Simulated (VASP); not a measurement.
# WC4 (Im-3m) in VASP: single point with PBE

Aim: the single point of WC4 with PBE.

All numbers are computed with VASP 6.6.1; they aren't measurements. Logs are shortened: lines on timing, memory, paths and dates and some standing lists are left out, and cuts for length are marked.

### 1 The cell of the first run

The structure is cubic, space group Im-3m (No. 229). The conventional cell has a = 5.086 Å, b = 5.086 Å, c = 5.086 Å, α = 90.00°, β = 90.00°, γ = 90.00°. W (site symmetry m-3m) has 8 C at 2.20 Å within 2.9 Å. C (site symmetry -3m) has 2 W at 2.20 Å and 6 C at 2.54 Å within 2.9 Å.

### 2 Single point, PBE

Contents of INCAR:

```
PREC = Accurate ; ENCUT = 520
EDIFF = 1E-6 ; ISMEAR = 0
SIGMA = 0.1 ; LREAL = F
LASPH = T ; NELM = 60
ALGO = Normal ; ISIF = 2
LWAVE = F ; LCHARG = F
GGA = PE ; NBANDS = 23
```

Contents of KPOINTS:

```
regular mesh
0
Gamma
  6 6 6
```

Contents of POSCAR:

```
WC4
1.0
   -2.5430258400      2.5430258400      2.5430258400
    2.5430258400     -2.5430258400      2.5430258400
    2.5430258400      2.5430258400     -2.5430258400
W C
1 4
Direct
    0.0000000000      0.0000000000      0.0000000000
    0.5000000000      0.5000000000      0.5000000000
    0.5000000000      0.0000000000      0.0000000000
    0.0000000000      0.0000000000      0.5000000000
    0.0000000000      0.5000000000      0.0000000000
```

Potentials or basis: VASP PAW PBE potentials, release 64 (W_sv, C).

Launch:

```
cat potpaw_PBE.64/W_sv/POTCAR potpaw_PBE.64/C/POTCAR > POTCAR
mpirun -np 1 vasp_std > vasp.out
```

OUTCAR:

```text
PREC = Accurate
   ENCUT = 520
   EDIFF = 1E-6
   ISMEAR = 0
   LREAL = F
   LASPH = T
   NELM = 60
   ISIF = 2
   GGA = PE

 ion  position               nearest neighbor table
   1  0.000  0.000  0.000-   2 2.20   3 2.20   4 2.20   5 2.20   4 2.20   5 2.20   3 2.20   2 2.20

   2  0.500  0.500  0.500-   1 2.20   1 2.20
   3  0.500  0.000  0.000-   1 2.20   1 2.20
   4  0.000  0.000  0.500-   1 2.20   1 2.20
   5  0.000  0.500  0.000-   1 2.20   1 2.20

  LATTYP: Found a body centered cubic cell.
 ALAT       =     5.0860516800

  Lattice vectors:

 A1 = (  -2.5430258400,   2.5430258400,   2.5430258400)
 A2 = (   2.5430258400,  -2.5430258400,   2.5430258400)
 A3 = (   2.5430258400,   2.5430258400,  -2.5430258400)

Analysis of symmetry for initial positions (statically):
=====================================================================
 Subroutine PRICEL returns:
 Original cell was already a primitive cell.

 Routine SETGRP: Setting up the symmetry group for a
 body centered cubic supercell.

 Subroutine GETGRP returns: Found 48 space group operations
 (whereof 48 operations were pure point group operations)
 out of a pool of 48 trial point group operations.

The static configuration has the point symmetry O_h .

Analysis of symmetry for dynamics (positions and initial velocities):
=====================================================================
 Subroutine PRICEL returns:
 Original cell was already a primitive cell.

 Routine SETGRP: Setting up the symmetry group for a
 body centered cubic supercell.

 Subroutine GETGRP returns: Found 48 space group operations
 (whereof 48 operations were pure point group operations)
 out of a pool of 48 trial point group operations.

The dynamic configuration has the point symmetry O_h .

 Subroutine INISYM returns: Found 48 space group operations
 (whereof 48 operations are pure point group operations),
 and found     1 'primitive' translations

----------------------------------------------------------------------------------------

                                     Primitive cell

  volume of cell :      65.7828
[... 81 lines left out ...]
   LNONCOLLINEAR =      F non collinear calculations
   LSORBIT =      F    spin-orbit coupling
   LASPH  =      T    aspherical Exc in radial PAW
   ENCUT  =  520.0 eV  38.22 Ry    6.18 a.u.   8.19  8.19  8.19*2*pi/ulx,y,z
   NELM   =     60;   NELMIN=  2; NELMDL= -5     # of ELM steps
   EDIFF  = 0.1E-05   stopping-criterion for ELM
   LREAL  =      F    real-space projection
   EDIFFG = 0.1E-04   stopping-criterion for IOM
   NSW    =      0    number of steps for IOM
   IBRION =     -1    ionic relax: 0-MD 1-quasi-New 2-CG
   NFREE  =      0    steps in history (QN), initial steepest desc. (CG)
   ISIF   =      2    stress and relaxation
   ISYM   =      2    0-nonsym 1-usesym 2-fastsym
   POTIM  = 0.5000    time-step for ionic-motion
   TEBEG  =    0.0;   TEEND  =   0.0 temperature during run
   PSTRESS=    0.0 pullay stress
   NELECT =      30.0000    total number of electrons
   NUPDOWN=      -1.0000    fix difference up-down
   EMIN   =  10.00;   EMAX   =-10.00  energy-range for DOS
   EFERMI =   0.00;   METHOD = LEGACY
   ISMEAR =     0;   SIGMA  =   0.10  broadening in eV -4-tet -1-fermi 0-gaus
   EFERMI_NEDOS =   21; number of points for ismear=-14 and -15
   IALGO  =     38    algorithm
   IMIX   =      4    mixing-type and parameters
     AMIX     =   0.40;   BMIX     =  1.00
     AMIX_MAG =   1.60;   BMIX_MAG =  1.00
  volume/ion in A,a.u.               =      13.16        88.78
  Fermi-wavevector in a.u.,A,eV,Ry     =   1.260118  2.381277 21.604648  1.587897
  Thomas-Fermi vector in A             =   2.393643
   LORBIT       =      0    0 simple, 1 ext, 2 COOP (PROOUT), +10 PAW based schemes
   GGA     = PE    functional components
   LHFCALC =     F    Hartree Fock is set to
   AEXX    =    0.0000 exact exchange contribution
   IVDW    =     0    specifies the selected vdW correction
   LEPSILON=     F    determine dielectric tensor
   LRPA    =     F    only Hartree local field effects (RPA)
 non-spin polarized calculation
 Gauss-broadening in eV      SIGMA  =   0.10
  energy-cutoff  :      520.00
  volume of cell :       65.78
 maximum number of plane-waves:      1830
 NGX is ok and might be reduce to    36
   NGX = 17   NGY = 17   NGZ = 17

 number of electron      29.9999998 magnetization

 Free energy of the ion-electron system (eV)
  ---------------------------------------------------
  ext. energy  EPLUGINS =         0.00000000
  ---------------------------------------------------
  free energy    TOTEN  =       -36.37168084 eV

  energy without entropy =      -36.34870873  energy(sigma->0) =      -36.36019479

 E-fermi :   4.1247     XC(G=0): -10.6467

 val. band max:        4.0929834237   @ k =   0.1667   0.1667   0.1667
 cond. band min:       4.1269674834   @ k =   0.3333   0.1667   0.1667
 fundamental gap:      0.0339840597
 Fermi energy:         4.1246666742

 k-point     1 :       0.0000    0.0000    0.0000
  band No.  band energies     occupation
      1     -70.5217      2.00000
      2     -34.6841      2.00000
      3     -34.6841      2.00000
      4     -34.6841      2.00000
      5      -9.0561      2.00000
      6      -4.8600      2.00000
[... 405 lines left out ...]
     22       7.8360      0.00000
     23      13.5487      0.00000

------------------------ aborting loop because EDIFF is reached ----------------------------------------

  FORCE on cell =-STRESS in cart. coord.  units (eV):
  Direction    XX          YY          ZZ          XY          YZ          ZX
  --------------------------------------------------------------------------------------
  -------------------------------------------------------------------------------------
  Total       -9.9121553     -9.9121553     -9.9121553      0.0000000      0.0000000     -0.0000000
  in kB     -241.4161786   -241.4161786   -241.4161786      0.0000000      0.0000000     -0.0000000
  external PRESSURE =    -241.4161786 kB  Pullay stress =       0.0000000 kB

 VOLUME and BASIS-vectors are now :
 -----------------------------------------------------------------------------
  energy-cutoff  :      520.00
  volume of cell :       65.78
      direct lattice vectors                 reciprocal lattice vectors
    -2.543025840  2.543025840  2.543025840     0.000000000  0.196616170  0.196616170
     2.543025840 -2.543025840  2.543025840     0.196616170  0.000000000  0.196616170
     2.543025840  2.543025840 -2.543025840     0.196616170  0.196616170  0.000000000

 POSITION                                       TOTAL-FORCE (eV/Angst)
 -----------------------------------------------------------------------------------
      0.00000      0.00000      0.00000         0.000000      0.000000      0.000000
      1.27151      1.27151      1.27151         0.000000      0.000000      0.000000
     -1.27151      1.27151      1.27151         0.000000     -0.000000      0.000000
      1.27151      1.27151     -1.27151        -0.000000      0.000000     -0.000000
      1.27151     -1.27151      1.27151        -0.000000     -0.000000     -0.000000
 -----------------------------------------------------------------------------------
    total drift:                               -0.000000     -0.000000      0.000000

  FREE ENERGIE OF THE ION-ELECTRON SYSTEM (eV)
  ---------------------------------------------------
  free  energy   TOTEN  =       -36.3716808381 eV

  energy  without entropy=      -36.3487087331  energy(sigma->0) =      -36.36019479
```

OSZICAR:

```text
N       E                     dE             d eps       ncg     rms          rms(c)
DAV:   1     0.192200873973E+03    0.19220E+03   -0.14826E+04   736   0.128E+03
DAV:   2    -0.272525062629E+02   -0.21945E+03   -0.20981E+03   876   0.328E+02
DAV:   3    -0.386109831525E+02   -0.11358E+02   -0.10908E+02   905   0.679E+01
DAV:   4    -0.388527173527E+02   -0.24173E+00   -0.24054E+00   879   0.103E+01
DAV:   5    -0.388578079117E+02   -0.50906E-02   -0.50895E-02   899   0.147E+00    0.291E+01
DAV:   6    -0.367530226174E+02    0.21048E+01   -0.10411E+01   813   0.220E+01    0.780E+00
DAV:   7    -0.364674589990E+02    0.28556E+00   -0.16829E+00   811   0.802E+00    0.689E+00
DAV:   8    -0.363711507835E+02    0.96308E-01   -0.24690E-01   918   0.393E+00    0.323E-01
DAV:   9    -0.363713808806E+02   -0.23010E-03   -0.10445E-02   856   0.741E-01    0.231E-01
DAV:  10    -0.363717527008E+02   -0.37182E-03   -0.15518E-03   932   0.280E-01    0.144E-01
DAV:  11    -0.363716871896E+02    0.65511E-04   -0.47942E-04   906   0.160E-01    0.431E-02
DAV:  12    -0.363716804345E+02    0.67551E-05   -0.54824E-05   840   0.510E-02    0.636E-03
DAV:  13    -0.363716808381E+02   -0.40361E-06   -0.39236E-06   849   0.157E-02
   1 F= -.36371681E+02 E0= -.36360195E+02  d E =-.229721E-01
```

It took 28 s on 1 thread of Intel Xeon Platinum 8375C at 2.90GHz (Ice Lake), shared host; peak memory 0.21 GiB.

Results:

* Free energy: -36.3717 eV
* Pressure: -24.1 GPa
* Band gap on the k mesh: zero (band 15 reaches 5.99 eV, above the bottom of band 16 at 3.61 eV)

Levels at points of the mesh, in eV from the Fermi level:
```csv
k point,band 11,band 12,band 13,band 14,band 15,band 16,band 17,band 18,band 19,band 20
"(0.00, 0.00, 0.00)",-2.82,-2.47,-2.47,-2.47,-0.52,-0.52,2.44,2.44,2.44,2.74
"(0.50, 0.00, 0.00)",-3.06,-3.02,-2.50,-0.80,-0.34,0.49,0.91,1.39,2.77,3.07
"(0.50, 0.50, 0.50)",-5.52,-4.84,-4.84,-4.84,1.86,1.86,1.86,3.14,3.14,3.71
```

Caveat: spin-orbit coupling is left out, which moves the levels of the heavy elements.
